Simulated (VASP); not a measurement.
Ru: single point with PBE

Crystal: Ru.

```xyz
3
Lattice="4.2697 0.0000 0.0000 -2.1348 3.6976 0.0000 0.0000 0.0000 2.6832" Properties=species:S:1:pos:R:3 pbc="T T T"
Ru    0.0000    0.0000    0.0000
Ru    0.0000    2.4651    1.3416
Ru    2.1348    1.2325    1.3416
```

```
Program                : VASP 6.6.1
Task                   : single point
Functional             : PBE
Potentials or basis    : VASP PAW PBE potentials, release 64 (Ru_pv)
Cutoff                 : 520 eV
k mesh                 : 9 × 9 × 12
Occupations            : fermi-dirac, width 0.1 eV
Spin                   : no spin polarisation
Dipole correction      : no
Further INCAR settings : ALGO = Normal; EDIFF = 1e-06; NBANDS = 28
```

```yaml
Pressure: 0.0 GPa
Band_gap_on_the_k_mesh: zero (band 21 reaches 13.41 eV, above the bottom of band 22 at 11.02 eV)
```

Stress tensor (GPa, compression positive):
```
 0.02  0.00  0.00
 0.00  0.02  0.00
 0.00  0.00 -0.14
```

Levels at points of the mesh, in eV from the Fermi level:
| k point | band 17 | band 18 | band 19 | band 20 | band 21 | band 22 | band 23 | band 24 | band 25 | band 26 |
| --- | --- | --- | --- | --- | --- | --- | --- | --- | --- | --- |
| (0.00, 0.00, 0.00) | -2.74 | -2.08 | -2.08 | -1.41 | -1.41 | -1.30 | -1.30 | 1.61 | 1.61 | 9.22 |
| (0.00, 0.00, 0.50) | -2.12 | -1.92 | -1.92 | 0.64 | 0.64 | 1.30 | 1.30 | 2.35 | 3.37 | 4.03 |

Run time: 62 s on 1 thread of Intel Xeon 6975P-C (shared host), peak memory 0.2 GiB.
